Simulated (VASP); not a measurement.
# Ag in VASP: single point with PBE

Aim: the single point of Ag with PBE.

Program: VASP 6.6.1. These are calculated values, not measurements. Logs are shortened: lines on timing, memory, paths and dates and some standing lists are left out, and cuts for length are marked.

### 1 The cell of the first run

The cell holds a slab with vacuum, 4 atoms: a = 2.936 Å, b = 2.936 Å, c = 29.083 Å, α = 90.00°, β = 90.00°, γ = 120.00°.

### 2 Single point, PBE

The input, INCAR:

```
SYSTEM = Ag
PREC = Accurate ; ENCUT = 400
EDIFF = 1E-6 ; ISMEAR = 1
SIGMA = 0.1 ; LREAL = .FALSE.
LASPH = .TRUE. ; NELM = 120
ALGO = Normal ; ISIF = 2
LWAVE = .FALSE. ; LCHARG = .TRUE.
LDIPOL = .TRUE. ; IDIPOL = 3
DIPOL = 0.5 0.5 0.657 ; GGA = PE
LELF = .TRUE. ; LVHAR = .TRUE.
LVACPOTAV = .TRUE. ; NBANDS = 30
GGA_COMPAT = .FALSE. ; NELMDL = -8
```

The input, KPOINTS:

```
regular mesh
0
G
  21 21 1
  0 0 0
```

The input, POSCAR:

```
Ag
1.0
    2.9363250393      0.0000000000      0.0000000000
   -1.4681625197      2.5429320778      0.0000000000
    0.0000000000      0.0000000000     29.0832171343
Ag
4
Direct
    0.6666666667      0.3333333333      0.5332099065
    0.3333333333      0.6666666667      0.6168203613
    0.0000000000      1.0000000000      0.6988911370
    0.6666666667      0.3333333333      0.7810062629
```

Potentials or basis: VASP PAW PBE potentials, release 64 (Ag).

Started as:

```
> cat potpaw_PBE.64/Ag/POTCAR > POTCAR
> mpirun -np 1 vasp_std > vasp.out
```

OUTCAR:

```text
SYSTEM = Ag
   PREC = Accurate
   ENCUT = 400
   EDIFF = 1E-6
   ISMEAR = 1
   LREAL = .FALSE.
   LASPH = .TRUE.
   NELM = 120
   ISIF = 2
   GGA = PE
   NELMDL = -8

 ion  position               nearest neighbor table
   1  0.667  0.333  0.533-   2 2.96   2 2.96   2 2.96
   2  0.333  0.667  0.617-   3 2.93   3 2.93   3 2.93   1 2.96   1 2.96   1 2.96
   3  0.000  0.000  0.699-   2 2.93   2 2.93   2 2.93   4 2.93   4 2.93   4 2.93
   4  0.667  0.333  0.781-   3 2.93   3 2.93   3 2.93

  LATTYP: Found a hexagonal cell.
 ALAT       =     2.9363250393
 C/A-ratio  =     9.9046313828

  Lattice vectors:

 A1 = (   2.9363250393,   0.0000000000,   0.0000000000)
 A2 = (  -1.4681625197,   2.5429320778,   0.0000000000)
 A3 = (   0.0000000000,   0.0000000000,  29.0832171343)

Analysis of symmetry for initial positions (statically):
=====================================================================
 Subroutine PRICEL returns:
 Original cell was already a primitive cell.

 Routine SETGRP: Setting up the symmetry group for a
 hexagonal supercell.

 Subroutine GETGRP returns: Found  6 space group operations
 (whereof  6 operations were pure point group operations)
 out of a pool of 24 trial point group operations.

The static configuration has the point symmetry C_3v.

Analysis of symmetry for dynamics (positions and initial velocities):
=====================================================================
 Subroutine PRICEL returns:
 Original cell was already a primitive cell.

 Routine SETGRP: Setting up the symmetry group for a
 hexagonal supercell.

 Subroutine GETGRP returns: Found  6 space group operations
 (whereof  6 operations were pure point group operations)
 out of a pool of 24 trial point group operations.

The dynamic configuration has the point symmetry C_3v.

 Subroutine INISYM returns: Found  6 space group operations
 (whereof  6 operations are pure point group operations),
 and found     1 'primitive' translations

----------------------------------------------------------------------------------------

                                     Primitive cell

  volume of cell :     217.1608

  direct lattice vectors                    reciprocal lattice vectors
     2.936325039  0.000000000  0.000000000     0.340561752  0.196623419  0.000000000
    -1.468162520  2.542932078  0.000000000     0.000000000  0.393246838  0.000000000
     0.000000000  0.000000000 29.083217134     0.000000000  0.000000000  0.034384092

  length of vectors
     2.936325039  2.936325039 29.083217134     0.393246838  0.393246838  0.034384092

  position of ions in fractional coordinates (direct lattice)
     0.666666667  0.333333333  0.533209906
     0.333333333  0.666666667  0.616820361
     0.000000000  0.000000000  0.698891137
     0.666666667  0.333333333  0.781006263

  ion indices of the primitive-cell ions
   primitive index   ion index
                 1           1
                 2           2
                 3           3
                 4           4

----------------------------------------------------------------------------------------

 KPOINTS: regular mesh

Automatic generation of k-mesh.
 Grid dimensions read from file:
 generate k-points for:   21   21    1

 Generating k-lattice:

  Cartesian coordinates                     Fractional coordinates (reciprocal lattice)
     0.016217226  0.009363020  0.000000000     0.047619048  0.000000000  0.000000000
     0.000000000  0.018726040  0.000000000     0.000000000  0.047619048  0.000000000
     0.000000000  0.000000000  0.034384092     0.000000000  0.000000000  1.000000000

  Length of vectors
     0.018726040  0.018726040  0.034384092

  Shift w.r.t. Gamma in fractional coordinates (k-lattice)
     0.000000000  0.000000000  0.000000000

 Subroutine IBZKPT returns following result:
 ===========================================

 Found     48 irreducible k-points:

 Following reciprocal coordinates:
            Coordinates               Weight
  0.000000  0.000000  0.000000      1.000000
  0.047619  0.000000  0.000000      6.000000
  0.095238 -0.000000  0.000000      6.000000
  0.142857  0.000000  0.000000      6.000000
  0.190476 -0.000000  0.000000      6.000000
  0.238095  0.000000  0.000000      6.000000
[... 16 lines left out ...]
  0.142857  0.095238  0.000000     12.000000
  0.190476  0.095238  0.000000     12.000000
 [... further k-points ...]
   k-points           NKPTS =     48   k-points in BZ     NKDIM =     48   number of bands    NBANDS=     30
   number of dos      NEDOS =    301   number of ions     NIONS =      4
   total plane-waves  NPLWV =  76800
   dimension x,y,z NGX =    20 NGY =   20 NGZ =  192
   dimension x,y,z NGXF=    40 NGYF=   40 NGZF=  384
   ions per type =               4
   NGX,Y,Z   is equivalent  to a cutoff of  11.32, 11.32, 10.98 a.u.
   NGXF,Y,Z  is equivalent  to a cutoff of  22.65, 22.65, 21.95 a.u.
 SYSTEM =  Ag
   PREC   = accura    normal or accurate (medium, high low for compatibility)
   ISTART =      0    job   : 0-new  1-cont  2-samecut
   ICHARG =      2    charge: 1-file 2-atom 10-const
   ISPIN  =      1    spin polarized calculation?
   LNONCOLLINEAR =      F non collinear calculations
   LSORBIT =      F    spin-orbit coupling
   LASPH  =      T    aspherical Exc in radial PAW
   ENCUT  =  400.0 eV  29.40 Ry    5.42 a.u.   4.79  4.79 47.43*2*pi/ulx,y,z
   NELM   =    120;   NELMIN=  2; NELMDL= -8     # of ELM steps
   EDIFF  = 0.1E-05   stopping-criterion for ELM
   LREAL  =      F    real-space projection
   EDIFFG = 0.1E-04   stopping-criterion for IOM
   NSW    =      0    number of steps for IOM
   IBRION =     -1    ionic relax: 0-MD 1-quasi-New 2-CG
   NFREE  =      0    steps in history (QN), initial steepest desc. (CG)
   ISIF   =      2    stress and relaxation
   ISYM   =      2    0-nonsym 1-usesym 2-fastsym
   POTIM  = 0.5000    time-step for ionic-motion
   TEBEG  =    0.0;   TEEND  =   0.0 temperature during run
   PSTRESS=    0.0 pullay stress
   NELECT =      44.0000    total number of electrons
   NUPDOWN=      -1.0000    fix difference up-down
   EMIN   =  10.00;   EMAX   =-10.00  energy-range for DOS
   EFERMI =   0.00;   METHOD = LEGACY
   ISMEAR =     1;   SIGMA  =   0.10  broadening in eV -4-tet -1-fermi 0-gaus
   EFERMI_NEDOS =   21; number of points for ismear=-14 and -15
   IALGO  =     38    algorithm
   IMIX   =      4    mixing-type and parameters
     AMIX     =   0.40;   BMIX     =  1.00
     AMIX_MAG =   1.60;   BMIX_MAG =  1.00
  volume/ion in A,a.u.               =      54.29       366.37
  Fermi-wavevector in a.u.,A,eV,Ry     =   0.961535  1.817038 12.579271  0.924550
  Thomas-Fermi vector in A             =   2.090916
   LORBIT       =      0    0 simple, 1 ext, 2 COOP (PROOUT), +10 PAW based schemes
   GGA     = PE    functional components
   LHFCALC =     F    Hartree Fock is set to
   AEXX    =    0.0000 exact exchange contribution
   IVDW    =     0    specifies the selected vdW correction
   LEPSILON=     F    determine dielectric tensor
   LRPA    =     F    only Hartree local field effects (RPA)
 non-spin polarized calculation
 Methfessel and Paxton  Order N= 1 SIGMA  =   0.10
  energy-cutoff  :      400.00
  volume of cell :      217.16
 maximum number of plane-waves:      3979
 NGX is ok and might be reduce to    20
   NGX =  9   NGY =  9   NGZ = 95

 dipolmoment           0.000000      0.000000      0.004739 electrons x Angstroem

 number of electron      43.9999996 magnetization

 dipolmoment           0.000000      0.000000     -0.000845 electrons x Angstroem

 Free energy of the ion-electron system (eV)
  ---------------------------------------------------
  ext. energy  EPLUGINS =         0.00000000
  ---------------------------------------------------
  free energy    TOTEN  =       -10.16924656 eV

  energy without entropy =      -10.16791223  energy(sigma->0) =      -10.16880178

 E-fermi :  -0.4204     XC(G=0):  -4.5234

 val. band max:       -0.4365623133   @ k =   0.1429   0.0476   0.0000
 cond. band min:      -0.4028879488   @ k =   0.3333   0.0476   0.0000
 fundamental gap:      0.0336743646
 Fermi energy:        -0.4204070300

 k-point     1 :       0.0000    0.0000    0.0000
  band No.  band energies     occupation
      1      -7.5526      2.00000
      2      -6.6927      2.00000
      3      -6.4032      2.00000
      4      -6.2390      2.00000
      5      -5.1274      2.00000
      6      -5.1091      2.00000
[... 22 lines left out ...]
     29       4.6422      0.00000
     30       5.7240      0.00000

 k-point     2 :       0.0476    0.0000    0.0000
  band No.  band energies     occupation
      1      -7.4928      2.00000
      2      -6.6404      2.00000
      3      -6.3601      2.00000
      4      -6.1941      2.00000
      5      -5.1378      2.00000
      6      -5.1210      2.00000
[... 22 lines left out ...]
     29       4.6893      0.00000
     30       5.7730      0.00000

 k-point     3 :       0.0952   -0.0000    0.0000
  band No.  band energies     occupation
      1      -7.3181      2.00000
      2      -6.4938      2.00000
      3      -6.2365      2.00000
      4      -6.0693      2.00000
      5      -5.2338      2.00000
      6      -5.1759      2.00000
[... 22 lines left out ...]
     29       4.8315      0.00000
     30       5.9208      0.00000

 k-point     4 :       0.1429    0.0000    0.0000
  band No.  band energies     occupation
      1      -7.0460      2.00000
      2      -6.2916      2.00000
      3      -6.0556      2.00000
      4      -5.8974      2.00000
      5      -5.3547      2.00000
      6      -5.2363      2.00000
[... 616 lines left out ...]
     29       5.2173      0.00000
     30       6.3206      0.00000

 k-point    23 :       0.1429    0.0952    0.0000
  band No.  band energies     occupation
      1      -6.5725      2.00000
      2      -5.9870      2.00000
      3      -5.8191      2.00000
      4      -5.6892      2.00000
      5      -5.4621      2.00000
      6      -5.3673      2.00000
[... 22 lines left out ...]
     29       5.5614      0.00000
     30       6.6748      0.00000

 k-point    24 :       0.1905    0.0952    0.0000
  band No.  band energies     occupation
      1      -6.2871      2.00000
      2      -5.9347      2.00000
      3      -5.8268      2.00000
      4      -5.6078      2.00000
      5      -5.5111      2.00000
      6      -5.3705      2.00000
[... 22 lines left out ...]
     29       6.0100      0.00000
     30       7.1325      0.00000

 [... further k-points ...]

------------------------ aborting loop because EDIFF is reached ----------------------------------------

 vacuum level on the upper side and lower side of the slab       (xc-potential included)        -0.156        -0.141

  FORCE on cell =-STRESS in cart. coord.  units (eV):
  Direction    XX          YY          ZZ          XY          YZ          ZX
  --------------------------------------------------------------------------------------
  -------------------------------------------------------------------------------------
  Total       -1.4662158     -1.4662158     -0.4265786      0.0000000      0.0000000     -0.0000000
  in kB      -10.8175063    -10.8175063     -3.1472286      0.0000000      0.0000000     -0.0000000
  external PRESSURE =      -8.2607470 kB  Pullay stress =       0.0000000 kB

 VOLUME and BASIS-vectors are now :
 -----------------------------------------------------------------------------
  energy-cutoff  :      400.00
  volume of cell :      217.16
      direct lattice vectors                 reciprocal lattice vectors
     2.936325039  0.000000000  0.000000000     0.340561752  0.196623419  0.000000000
    -1.468162520  2.542932078  0.000000000     0.000000000  0.393246838  0.000000000
     0.000000000  0.000000000 29.083217134     0.000000000  0.000000000  0.034384092

 POSITION                                       TOTAL-FORCE (eV/Angst)
 -----------------------------------------------------------------------------------
      1.46816      0.84764     15.50746         0.000000      0.000000      0.093176
     -0.00000      1.69529     17.93912        -0.000000     -0.000000     -0.083830
      0.00000      0.00000     20.32600         0.000000     -0.000000     -0.015832
      1.46816      0.84764     22.71417         0.000000     -0.000000      0.006485
 -----------------------------------------------------------------------------------
    total drift:                                0.000000      0.000000     -0.001522

  FREE ENERGIE OF THE ION-ELECTRON SYSTEM (eV)
  ---------------------------------------------------
  free  energy   TOTEN  =       -10.1692465624 eV

  energy  without entropy=      -10.1679122291  energy(sigma->0) =      -10.16880178

 vacuum level on the upper side and lower side of the slab         4.082         4.102
```

It took 4.8 min on 1 thread of Intel Xeon Platinum 8488C (Sapphire Rapids), shared host; peak memory 0.34 GiB.

Results:

```yaml
Free_energy: -10.1692 eV
Largest_force: 0.093 eV/Å
Band_gap_on_the_k_mesh: zero (band 22 reaches 2.92 eV, above the bottom of band 23 at -3.49 eV)
Work_function_of_the_upper_face: 4.50 eV
Work_function_of_the_lower_face: 4.52 eV
```

Forces on the atoms (eV/Å):
```
Ag   0.000  0.000  0.093
Ag   0.000  0.000 -0.084
Ag   0.000  0.000 -0.016
Ag   0.000  0.000  0.006
```

Levels at points of the mesh, in eV from the Fermi level:
```
           k point  band 20  band 21  band 22  band 23  band 24  band 25
(0.00, 0.00, 0.00)    -3.25    -3.25    -3.07    -3.07    -0.92     0.33
```
